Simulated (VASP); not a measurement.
# In (I4_1/amd) in VASP: a series of runs, part 2 of 2

VASP 6.6.1. Earlier steps stand in the parts before.

## (4) Single point, LDA

This run uses another cell than the first one, of 15.40 Å³/atom, 1.016 times its volume.

INCAR reads:

```
PREC = Accurate
ENCUT = 520
EDIFF = 1E-7
ISMEAR = -1
SIGMA = 0.1
LREAL = F
LASPH = T
NELM = 60
ALGO = Normal
ISIF = 2
LWAVE = F
LCHARG = T
LELF = T
LVHAR = T
NBANDS = 20
```

KPOINTS reads:

```
Automatic mesh
0
Gamma
  16 16 16
```

POSCAR reads:

```
In
1.0
   -2.4424381289      2.4424381289      1.2904527684
    2.4424381289     -2.4424381289      1.2904527684
    2.4424381289      2.4424381289     -1.2904527684
In
2
Direct
   -0.3750000000     -0.1250000000     -0.2500000000
    0.3750000000      0.1250000000      0.2500000000
```

Potentials or basis: VASP PAW LDA potentials, release 64 (In_d).

Started as:

```console
$ cat potpaw_LDA.64/In_d/POTCAR > POTCAR
$ mpirun -np 1 vasp_std > vasp.out
```

OUTCAR:

```text
PREC = Accurate
   ENCUT = 520
   EDIFF = 1E-7
   ISMEAR = -1
   LREAL = F
   LASPH = T
   NELM = 60
   ISIF = 2

 ion  position               nearest neighbor table
   1  0.625  0.875  0.750-   2 2.53   2 2.53   2 2.53   2 2.53   2 3.12   2 3.12   2 3.12   2 3.12

   2  0.375  0.125  0.250-   1 2.53   1 2.53   1 2.53   1 2.53   1 3.12   1 3.12   1 3.12   1 3.12

  LATTYP: Found a body centered tetragonal cell.
 ALAT       =     4.8848762578
 C/A-ratio  =     0.5283461444

  Lattice vectors:

 A1 = (  -2.4424381289,   2.4424381289,   1.2904527684)
 A2 = (   2.4424381289,  -2.4424381289,   1.2904527684)
 A3 = (   2.4424381289,   2.4424381289,  -1.2904527684)

Analysis of symmetry for initial positions (statically):
=====================================================================
 Subroutine PRICEL returns:
 Original cell was already a primitive cell.

 Routine SETGRP: Setting up the symmetry group for a
 body centered tetragonal supercell.

 Subroutine GETGRP returns: Found 16 space group operations
 (whereof  4 operations were pure point group operations)
 out of a pool of 16 trial point group operations.

The static configuration has the point symmetry C_2h.
 The point group associated with its full space group is D_4h.

Analysis of symmetry for dynamics (positions and initial velocities):
=====================================================================
 Subroutine PRICEL returns:
 Original cell was already a primitive cell.

 Routine SETGRP: Setting up the symmetry group for a
 body centered tetragonal supercell.

 Subroutine GETGRP returns: Found 16 space group operations
 (whereof  4 operations were pure point group operations)
 out of a pool of 16 trial point group operations.

The dynamic configuration has the point symmetry C_2h.
 The point group associated with its full space group is D_4h.

 Subroutine INISYM returns: Found 16 space group operations
 (whereof  4 operations are pure point group operations),
 and found     1 'primitive' translations

----------------------------------------------------------------------------------------

                                     Primitive cell

  volume of cell :      30.7928

  direct lattice vectors                    reciprocal lattice vectors
    -2.442438129  2.442438129  1.290452768     0.000000000  0.204713476  0.387460907
     2.442438129 -2.442438129  1.290452768     0.204713476  0.000000000  0.387460907
     2.442438129  2.442438129 -1.290452768     0.204713476  0.204713476  0.000000000

  length of vectors
     3.687312893  3.687312893  3.687312893     0.438216341  0.438216341  0.289508575

  position of ions in fractional coordinates (direct lattice)
     0.625000000  0.875000000  0.750000000
     0.375000000  0.125000000  0.250000000

  ion indices of the primitive-cell ions
   primitive index   ion index
                 1           1
                 2           2

----------------------------------------------------------------------------------------

 KPOINTS: Automatic mesh

Automatic generation of k-mesh.
 Grid dimensions read from file:
 generate k-points for:   16   16   16

 Generating k-lattice:

  Cartesian coordinates                     Fractional coordinates (reciprocal lattice)
     0.000000000  0.012794592  0.024216307     0.062500000  0.000000000 -0.000000000
     0.012794592  0.000000000  0.024216307     0.000000000  0.062500000 -0.000000000
     0.012794592  0.012794592  0.000000000     0.000000000  0.000000000  0.062500000

  Length of vectors
     0.027388521  0.027388521  0.018094286

  Shift w.r.t. Gamma in fractional coordinates (k-lattice)
     0.000000000  0.000000000  0.000000000

 Subroutine IBZKPT returns following result:
 ===========================================

 Found    349 irreducible k-points:

 Following reciprocal coordinates:
            Coordinates               Weight
  0.000000  0.000000  0.000000      1.000000
  0.062500  0.000000  0.000000      8.000000
  0.125000  0.000000  0.000000      8.000000
  0.187500 -0.000000  0.000000      8.000000
  0.250000  0.000000  0.000000      8.000000
  0.312500 -0.000000  0.000000      8.000000
[... 16 lines left out ...]
 -0.125000  0.062500  0.000000     16.000000
 -0.062500  0.062500  0.000000      4.000000
 [... further k-points ...]
   k-points           NKPTS =    349   k-points in BZ     NKDIM =    349   number of bands    NBANDS=     20
   number of dos      NEDOS =    301   number of ions     NIONS =      2
   total plane-waves  NPLWV =  21952
   dimension x,y,z NGX =    28 NGY =   28 NGZ =   28
   dimension x,y,z NGXF=    56 NGYF=   56 NGZF=   56
   ions per type =               2
   NGX,Y,Z   is equivalent  to a cutoff of  12.62, 12.62, 12.62 a.u.
   NGXF,Y,Z  is equivalent  to a cutoff of  25.25, 25.25, 25.25 a.u.
 SYSTEM =  unknown system
   PREC   = accura    normal or accurate (medium, high low for compatibility)
   ISTART =      0    job   : 0-new  1-cont  2-samecut
   ICHARG =      2    charge: 1-file 2-atom 10-const
   ISPIN  =      1    spin polarized calculation?
   LNONCOLLINEAR =      F non collinear calculations
   LSORBIT =      F    spin-orbit coupling
   LASPH  =      T    aspherical Exc in radial PAW
   ENCUT  =  520.0 eV  38.22 Ry    6.18 a.u.   6.86  6.86  6.86*2*pi/ulx,y,z
   NELM   =     60;   NELMIN=  2; NELMDL= -5     # of ELM steps
   EDIFF  = 0.1E-06   stopping-criterion for ELM
   LREAL  =      F    real-space projection
   EDIFFG = 0.1E-05   stopping-criterion for IOM
   NSW    =      0    number of steps for IOM
   IBRION =     -1    ionic relax: 0-MD 1-quasi-New 2-CG
   NFREE  =      0    steps in history (QN), initial steepest desc. (CG)
   ISIF   =      2    stress and relaxation
   ISYM   =      2    0-nonsym 1-usesym 2-fastsym
   POTIM  = 0.5000    time-step for ionic-motion
   TEBEG  =    0.0;   TEEND  =   0.0 temperature during run
   PSTRESS=    0.0 pullay stress
   NELECT =      26.0000    total number of electrons
   NUPDOWN=      -1.0000    fix difference up-down
   EMIN   =  10.00;   EMAX   =-10.00  energy-range for DOS
   EFERMI =   0.00;   METHOD = LEGACY
   ISMEAR =    -1;   SIGMA  =   0.10  broadening in eV -4-tet -1-fermi 0-gaus
   EFERMI_NEDOS =   21; number of points for ismear=-14 and -15
   IALGO  =     38    algorithm
   IMIX   =      4    mixing-type and parameters
     AMIX     =   0.40;   BMIX     =  1.00
     AMIX_MAG =   1.60;   BMIX_MAG =  1.00
  volume/ion in A,a.u.               =      15.40       103.90
  Fermi-wavevector in a.u.,A,eV,Ry     =   1.547330  2.924029 32.575466  2.394229
  Thomas-Fermi vector in A             =   2.652439
   LORBIT       =      0    0 simple, 1 ext, 2 COOP (PROOUT), +10 PAW based schemes
   GGA     = CA    functional components
   LHFCALC =     F    Hartree Fock is set to
   AEXX    =    0.0000 exact exchange contribution
   IVDW    =     0    specifies the selected vdW correction
   LEPSILON=     F    determine dielectric tensor
   LRPA    =     F    only Hartree local field effects (RPA)
 non-spin polarized calculation
  energy-cutoff  :      520.00
  volume of cell :       30.79
 maximum number of plane-waves:       841
   NGX = 13   NGY = 13   NGZ = 13

 number of electron      26.0000004 magnetization

 Free energy of the ion-electron system (eV)
  ---------------------------------------------------
  ext. energy  EPLUGINS =         0.00000000
  ---------------------------------------------------
  free energy    TOTEN  =        -2.88284298 eV

  energy without entropy =       -2.85762927  energy(sigma->0) =       -2.87023612

 E-fermi :  15.1936     XC(G=0): -13.2707

 val. band max:       15.1771623148   @ k =  -0.1250  -0.1875   0.0625
 cond. band min:      15.1969001065   @ k =   0.3750  -0.0000   0.0000
 fundamental gap:      0.0197377917
 Fermi energy:        15.1936487298

 k-point     1 :       0.0000    0.0000    0.0000
  band No.  band energies     occupation
      1      -2.0141      2.00000
      2      -1.7740      2.00000
      3      -1.5952      2.00000
      4      -1.5667      2.00000
      5      -0.0370      2.00000
      6      -0.0370      2.00000
[... 12 lines left out ...]
     19      30.8718      0.00000
     20      31.3785      0.00000
[... 507 lines left out ...]
 k-point    24 :      -0.0625    0.0625    0.0000
  band No.  band energies     occupation
      1      -1.9967      2.00000
      2      -1.7514      2.00000
      3      -1.6002      2.00000
      4      -1.5729      2.00000
      5      -0.0455      2.00000
      6      -0.0301      2.00000
[... 12 lines left out ...]
     19      30.1529      0.00000
     20      31.4054      0.00000

 [... further k-points ...]

------------------------ aborting loop because EDIFF is reached ----------------------------------------

  FORCE on cell =-STRESS in cart. coord.  units (eV):
  Direction    XX          YY          ZZ          XY          YZ          ZX
  --------------------------------------------------------------------------------------
  -------------------------------------------------------------------------------------
  Total       17.4797563     17.4797563     17.4686187      0.0000000     -0.0000000      0.0000000
  in kB      909.4874435    909.4874435    908.9079453      0.0000000     -0.0000000      0.0000000
  external PRESSURE =     909.2942774 kB  Pullay stress =       0.0000000 kB

 VOLUME and BASIS-vectors are now :
 -----------------------------------------------------------------------------
  energy-cutoff  :      520.00
  volume of cell :       30.79
      direct lattice vectors                 reciprocal lattice vectors
    -2.442438129  2.442438129  1.290452768     0.000000000  0.204713476  0.387460907
     2.442438129 -2.442438129  1.290452768     0.204713476  0.000000000  0.387460907
     2.442438129  2.442438129 -1.290452768     0.204713476  0.204713476  0.000000000

 POSITION                                       TOTAL-FORCE (eV/Angst)
 -----------------------------------------------------------------------------------
      2.44244      1.22122      0.96784         0.000000      0.000000     -0.000000
      0.00000      1.22122      0.32261        -0.000000     -0.000000      0.000000
 -----------------------------------------------------------------------------------
    total drift:                                0.000000      0.000000     -0.000000

  FREE ENERGIE OF THE ION-ELECTRON SYSTEM (eV)
  ---------------------------------------------------
  free  energy   TOTEN  =        -2.8828429750 eV

  energy  without entropy=       -2.8576292676  energy(sigma->0) =       -2.87023612
```

It took 87 s on 1 thread of Intel Xeon 6975P-C (Granite Rapids), shared host; peak memory 0.27 GiB.

What came out:

```
Free energy            : -2.8828 eV
Pressure               : 90.9 GPa
Band gap on the k mesh : zero (band 13 reaches 19.01 eV, above the bottom of band 14 at 9.43 eV)
```

Caveat: spin-orbit coupling is left out, which moves the levels of the heavy elements.

## (5) Relaxation of cell and atoms, LDA, target pressure 90 GPa, at which the enthalpy is minimised

This run uses another cell than the first one, of 15.39 Å³/atom, 1.016 times its volume.

INCAR reads:

```
  ALGO = Normal
  EDIFF = 1E-6
  EDIFFG = -0.005
  ENCUT = 600
  GGA = CA
  IBRION = 2
  ISIF = 3
  ISMEAR = -1
  LASPH = True
  LCHARG = False
  LREAL = False
  LWAVE = False
  NELM = 60
  NSW = 32
  PREC = Accurate
  PSTRESS = 900.0
  SIGMA = 0.1
```

KPOINTS reads:

```
k-points
0
Gamma
  16 16 16
```

POSCAR reads:

```
In
1.0
   -2.4422476684      2.4422476684      1.2904173967
    2.4422476684     -2.4422476684      1.2904173967
    2.4422476684      2.4422476684     -1.2904173967
In
2
Direct
   -0.3750000000     -0.1250000000     -0.2500000000
    0.3750000000      0.1250000000      0.2500000000
```

Potentials or basis: VASP PAW LDA potentials, release 64 (In_d).

Started as:

```console
$ cat potpaw_LDA.64/In_d/POTCAR > POTCAR
$ mpirun -np 1 vasp_std > vasp.out
```

OUTCAR:

```text
EDIFF = 1E-6
   EDIFFG = -0.005
   ENCUT = 600
   GGA = CA
   IBRION = 2
   ISIF = 3
   ISMEAR = -1
   LASPH = True
   LREAL = False
   NELM = 60
   NSW = 32
   PREC = Accurate
   PSTRESS = 900.0

 ion  position               nearest neighbor table
   1  0.625  0.875  0.750-   2 2.53   2 2.53   2 2.53   2 2.53   2 3.12   2 3.12   2 3.12   2 3.12

   2  0.375  0.125  0.250-   1 2.53   1 2.53   1 2.53   1 2.53   1 3.12   1 3.12   1 3.12   1 3.12

  LATTYP: Found a body centered tetragonal cell.
 ALAT       =     4.8844953368
 C/A-ratio  =     0.5283728646

  Lattice vectors:

 A1 = (  -2.4422476684,   2.4422476684,   1.2904173967)
 A2 = (   2.4422476684,  -2.4422476684,   1.2904173967)
[... 259 lines left out ...]
  ext. energy  EPLUGINS =         0.00000000
  ---------------------------------------------------
  free energy    TOTEN  =        -2.92849062 eV

  energy without entropy =       -2.90326565  energy(sigma->0) =       -2.91587814

 E-fermi :  15.1408     XC(G=0): -13.2556

 val. band max:       15.1229009777   @ k =  -0.1250  -0.1875   0.0625
 cond. band min:      15.1463673234   @ k =   0.3750   0.0000   0.0000
 fundamental gap:      0.0234663457
 Fermi energy:        15.1407556071

 k-point     1 :       0.0000    0.0000    0.0000
  band No.  band energies     occupation
      1      -2.0475      2.00000
      2      -1.8071      2.00000
      3      -1.6309      2.00000
      4      -1.6020      2.00000
      5      -0.0809      2.00000
      6      -0.0809      2.00000
[... 457 lines left out ...]
      4      -1.6082      2.00000
      5      -0.0894      2.00000
      6      -0.0741      2.00000
[... 9 lines left out ...]
     16      25.7668      0.00000
     17      25.8012      0.00000

 [... further k-points ...]

------------------------ aborting loop because EDIFF is reached ----------------------------------------

  FORCE on cell =-STRESS in cart. coord.  units (eV):
  Direction    XX          YY          ZZ          XY          YZ          ZX
  --------------------------------------------------------------------------------------
  -------------------------------------------------------------------------------------
  Total       17.3492014     17.3492014     17.3396175     -0.0000000      0.0000000      0.0000000
  in kB      900.3472238    900.3472238    899.8498598     -0.0000000      0.0000000      0.0000000
  external PRESSURE =       0.1814358 kB  Pullay stress =     900.0000000 kB
[... 21 lines left out ...]
  energy  without entropy=       -2.9032656526  energy(sigma->0) =       -2.91587814

  enthalpy is  TOTEN    =        14.4140199467 eV   P V=       17.3425105707

 reached required accuracy - stopping structural energy minimisation
```

CONTCAR:

```text
In
   1.00000000000000
    -2.4445735534894975    2.4445735534894975    1.2915577549246273
     2.4445735534894975   -2.4445735534894975    1.2915577549246273
     2.4445735534894975    2.4445735534894975   -1.2915577549246273
  In
     2
Direct
     0.6250000000000000    0.8750000000000000    0.7500000000000000
     0.3750000000000000    0.1250000000000000    0.2500000000000000

  0.00000000E+00  0.00000000E+00  0.00000000E+00
  0.00000000E+00  0.00000000E+00  0.00000000E+00
```

Run time: 13 min. Hardware: 1 thread of Oxide Virtual Turin-like, shared host; peak memory 0.27 GiB.

What came out:

```yaml
Free_energy: -2.9285 eV
Relaxed_volume: 15.44 Å³/atom
Relaxed_cell: a = 3.691 Å, b = 3.691 Å, c = 3.691 Å, α = 97.04°, β = 97.04°, γ = 139.03°
Space_group_after_relaxing_to_0.05_Å: I4_1/amd (No. 141)
Energy_change_on_relaxing_the_enthalpy_is_what_falls: -24.3 meV/atom
Ionic_steps: 3
Pressure_after_relaxing: 90.0 GPa
Band_gap_on_the_k_mesh: zero (band 13 reaches 18.95 eV, above the bottom of band 14 at 9.38 eV)
```

The path:
```csv
step,energy change (eV),largest force (eV/Å),pressure (GPa),volume (Å³)
1,0.0000,0.0000,91.07,30.79
2,-0.2528,0.0000,85.28,31.25
3,-0.0486,0.0000,90.02,30.87
```

Final structure:
```
CELL_PARAMETERS angstrom
-2.44457 2.44457 1.29156
2.44457 -2.44457 1.29156
2.44457 2.44457 -1.29156
ATOMIC_POSITIONS crystal
In 0.62500 0.87500 0.75000
In 0.37500 0.12500 0.25000
```

Caveat: the cell is relaxed towards a set pressure, so the enthalpy falls and the energy may rise; spin-orbit coupling is left out, which moves the levels of the heavy elements.

## (6) Summary

```csv
task,cell,cutoff (eV),gap on the mesh (eV),pressure (GPa)
relaxation of cell and atoms,"relaxed to 90 GPa from a = 3.638 Å, angles 97.5, 97.5, 137.5°, 2 atoms",600,none,90.0
single point,"a = 3.687 Å, angles 97.0, 97.0, 139.0°, 2 atoms",520,none,90.9
relaxation of cell and atoms,"relaxed to 90 GPa from a = 3.687 Å, angles 97.0, 97.0, 139.0°, 2 atoms",600,none,90.0
```

Alike in all rows: level LDA; potentials or basis VASP PAW LDA potentials, release 64 (In_d); no spin polarisation; k mesh 16 × 16 × 16; smearing fermi-dirac 0.1 eV.

Caveats: spin-orbit coupling is left out, which moves the levels of the heavy elements; the cell is relaxed towards a set pressure, so the enthalpy falls and the energy may rise (some runs).

Total energies depend on the potentials used, so only differences within one code and one set of settings carry meaning.
